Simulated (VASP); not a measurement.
Here is a VASP 6.6.1 calculation.

The input INCAR:

```
PREC = Accurate
ENCUT = 600
EDIFF = 1E-7
ISMEAR = -1
SIGMA = 0.05
LREAL = False
LASPH = True
NELM = 80
ALGO = Normal
ISIF = 3
LWAVE = False
LCHARG = False
GGA = PS
IBRION = 2
NSW = 60
EDIFFG = -0.01
PSTRESS = 200.0
```

The input KPOINTS:

```
Automatic mesh
0
Gamma
  10 10 10
```

POSCAR

```
HgTe
1.0
   -3.0456030000      3.0456030000      1.5594100000
    3.0456030000     -3.0456030000      1.5594100000
    3.0456030000      3.0456030000     -1.5594100000
Hg Te
1 1
Direct
    0.7500000000      0.2500000000      0.5000000000
    0.0000000000      0.0000000000      0.0000000000
```

Potentials or basis: VASP PAW PBE potentials, release 64 (Hg, Te).

The run is started by

```sh
$ cat potpaw_PBE.64/Hg/POTCAR potpaw_PBE.64/Te/POTCAR > POTCAR
$ mpirun -np 1 vasp_std > vasp.out
```

**Question.** Predict the relaxed cell.

**Answer.** a = 4.103 Å, b = 4.103 Å, c = 4.103 Å, α = 97.53°, β = 97.53°, γ = 137.54°.

**Question.** Estimate the relaxed volume.

**Answer.** 21.73 Å³/atom.

**Question.** Predict the band gap on the k mesh.

**Answer.** Zero (band 9 reaches 9.73 eV, above the bottom of band 10 at 5.24 eV).

Step by step:
```tsv
step	energy change (eV)	largest force (eV/Å)	pressure (GPa)	volume (Å³)
1	0.0000	0.0000	-3.18	57.86
2	6.4422	0.0000	160.09	29.39
3	0.3180	0.0000	16.39	44.62
4	0.3949	0.0000	18.62	43.90
5	0.4610	0.0000	20.46	43.34
6	0.4540	0.0000	21.63	43.03
7	0.4446	0.0000	21.34	43.09
8	0.3258	0.0000	18.05	44.05
9	0.3952	0.0000	19.99	43.47
```

Caveat: the cell is relaxed towards a set pressure, so the enthalpy falls and the energy may rise; the volume moved by over 15 % at a fixed basis, so the end points are rough; the PAW data sets were made with another functional, which shifts forces and pressure a little; spin-orbit coupling is left out, which moves the levels of the heavy elements.
